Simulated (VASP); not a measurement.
## Ag: single point with PBEsol

Crystal: Ag.

```xyz
2
Lattice="1.9968 1.9968 0.0000 -1.9968 1.9968 0.0000 0.0000 0.0000 3.9936" Properties=species:S:1:pos:R:3 pbc="T T T"
Ag    0.0000    0.0000    0.0000
Ag    0.0000    1.9968    1.9968
```

This cell differs from its parent crystal: equal strain along all axes, cell held: -1.5 %.

- Program: VASP 6.6.1
- Task: single point
- Functional: PBEsol
- Potentials or basis: VASP PAW PBE potentials, release 64 (Ag)
- Cutoff: 520 eV
- k mesh: 18 × 18 × 14
- Occupations: gaussian, width 0.1 eV
- Spin: no spin polarisation

```json
{
 "Pressure": "5.8 GPa",
 "Band gap on the k mesh": "zero (bands 11 and 12 overlap by 9.63 eV)"
}
```

Levels at points of the mesh, in eV from the Fermi level:
```csv
k point,band 7,band 8,band 9,band 10,band 11,band 12,band 13,band 14,band 15,band 16
"(0.00, 0.00, 0.00)",-3.89,-3.89,-3.02,-2.76,-2.76,1.43,7.23,10.91,10.91,16.08
"(0.50, 0.00, 0.00)",-4.34,-4.34,-3.89,-3.89,-0.53,-0.53,9.71,9.71,9.74,9.74
"(0.50, 0.50, 0.00)",-2.76,-2.76,-2.76,-2.76,1.43,1.43,7.23,7.23,10.91,10.91
"(0.00, 0.00, 0.50)",-4.09,-4.09,-4.04,-4.04,-3.47,-3.47,15.20,15.20,15.20,15.20
"(0.50, 0.00, 0.50)",-2.99,-2.99,-2.99,-2.99,-0.69,-0.69,3.94,3.94,15.32,15.32
"(0.50, 0.50, 0.50)",-3.90,-3.90,-2.75,-2.75,6.15,6.15,6.15,6.15,7.39,7.39
```

Wall time 4.9 min on 1 thread of Intel Xeon 8259CL (shared host), peak memory 0.32 GiB.

Caveat: the cell differs from its parent crystal (equal strain along all axes, cell held: -1.5 %); the cell stands under pressure; the PAW data sets were made with another functional, which shifts forces and pressure a little.
